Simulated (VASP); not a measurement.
A run of VASP 6.6.1 is set up as follows.

The input INCAR:

```
PREC = Accurate
ENCUT = 520
EDIFF = 1E-7
ISMEAR = -1
SIGMA = 0.1
LREAL = F
LASPH = T
NELM = 80
ALGO = Normal
ISIF = 2
LWAVE = F
LCHARG = T
GGA = PE
LELF = T
LVHAR = T
NBANDS = 35
```

The input KPOINTS:

```
regular mesh
0
Gamma
  7 7 7
```

File POSCAR:

```
CsIr4Cl
1.0
    0.0000000000      4.2410030000      4.2410030000
    4.2410030000      0.0000000000      4.2410030000
    4.2410030000      4.2410030000      0.0000000000
Cs Cl Ir
1 1 4
Direct
    0.5000000000      0.5000000000      0.5000000000
    0.0000000000      0.0000000000      0.0000000000
    0.1270000000      0.1270000000      0.1270000000
    0.6190000000      0.1270000000      0.1270000000
    0.1270000000      0.1270000000      0.6190000000
    0.1270000000      0.6190000000      0.1270000000
```

Potentials or basis: VASP PAW PBE potentials, release 64 (Cs_sv, Cl, Ir).

Run with:

```bash
$ cat potpaw_PBE.64/Cs_sv/POTCAR potpaw_PBE.64/Cl/POTCAR potpaw_PBE.64/Ir/POTCAR > POTCAR
$ mpirun -np 1 vasp_std > vasp.out
```

Q: Predict the pressure.

A: 23.6 GPa.

Q: Estimate the band gap on the k mesh.

A: Zero (bands 26 and 27 overlap by 0.88 eV).

Forces in eV/Å, atoms in the order of the input:
```
Cs   0.000  0.000  0.000
Cl   0.000  0.000  0.000
Ir   7.182  7.182  7.182
Ir   7.182 -7.182 -7.182
Ir  -7.182 -7.182  7.182
Ir  -7.182  7.182 -7.182
```

Caveat: the cell stands under pressure; spin-orbit coupling is left out, which moves the levels of the heavy elements; forces of over 1 eV/Å act on the atoms, so gaps and moduli don't describe the material at rest.
